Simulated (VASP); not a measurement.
Wanted: the native input for a VASP 6.6.1 run.

```yaml
Task: relaxation of cell and atoms
Functional: r2SCAN
Potentials_or_basis: VASP PAW PBE potentials, release 64 (Hf_pv, N)
Cutoff: 600 eV
k_mesh: 16 × 16 × 16
Occupations: gaussian, width 0.1 eV
Spin: no spin polarisation
Target_pressure: 60 GPa
Dipole_correction: no
Further_INCAR_settings: ALGO = Normal; EDIFF = 1e-06; IBRION = 2; EDIFFG = -0.008; NSW = 70; ISIF = 3
```

Crystal: HfN.

```
CELL_PARAMETERS angstrom
0.00000 2.14682 2.14682
2.14682 0.00000 2.14682
2.14682 2.14682 0.00000
ATOMIC_POSITIONS crystal
Hf 0.00000 0.00000 0.00000
N 0.50000 0.50000 0.50000
```

These files were run (other wordings do the same):

POSCAR

```
HfN
1.0
    0.0000000000      2.1468193304      2.1468193304
    2.1468193304      0.0000000000      2.1468193304
    2.1468193304      2.1468193304      0.0000000000
Hf N
1 1
Direct
    0.0000000000      0.0000000000      0.0000000000
    0.5000000000      0.5000000000      0.5000000000
```

INCAR.step1

```
PREC = Accurate
ENCUT = 600
ISMEAR = 0
SIGMA = 0.1
LREAL = F
LASPH = T
NELM = 100
GGA = PE
ALGO = Normal
EDIFF = 1E-4
LWAVE = T
LCHARG = F
```

INCAR.step2

```
PREC = Accurate
ENCUT = 600
EDIFF = 1E-6
ISMEAR = 0
SIGMA = 0.1
LREAL = F
LASPH = T
NELM = 100
ALGO = Normal
ISIF = 3
LWAVE = F
LCHARG = F
METAGGA = R2SCAN
LMIXTAU = T
IBRION = 2
NSW = 70
EDIFFG = -0.008
PSTRESS = 600.0
ISTART = 1
```

KPOINTS

```
Automatic mesh
0
Gamma
  16 16 16
```

Potentials or basis: VASP PAW PBE potentials, release 64 (Hf_pv, N).

The run is started by

```bash
$ cat potpaw_PBE.64/Hf_pv/POTCAR potpaw_PBE.64/N/POTCAR > POTCAR
$ cp INCAR.step1 INCAR
$ mpirun -np 1 vasp_std > vasp.out
$ cp INCAR.step2 INCAR
$ mpirun -np 1 vasp_std > vasp.out
```

It gave:

```json
{
  "Relaxed volume": "9.88 Å³/atom",
  "Relaxed cell": "a = 3.035 Å, b = 3.035 Å, c = 3.035 Å, α = 60.00°, β = 60.00°, γ = 60.00°",
  "Space group after relaxing (to 0.1 Å)": "Fm-3m (No. 225)",
  "Energy change on relaxing (the run minimises the enthalpy)": "+4.3 meV/atom",
  "Ionic steps": "4",
  "Pressure after relaxing": "60.0 GPa",
  "Band gap on the k mesh": "zero (an odd number of electrons rules out a gap without spin polarisation)"
}
```

Caveat: the cell is relaxed towards a set pressure, so the run minimises the enthalpy, not the energy; the PAW data sets were made with another functional, which shifts forces and pressure a little; spin-orbit coupling is left out, which moves the levels of the heavy elements; an odd number of electrons without spin polarisation forces a metal; a magnetic or distorted state may lie lower.

Run time: 4.4 min on 1 thread of AMD EPYC 9R45 96-Core Processor (Zen 5), on a shared host, peak memory 0.16 GiB.
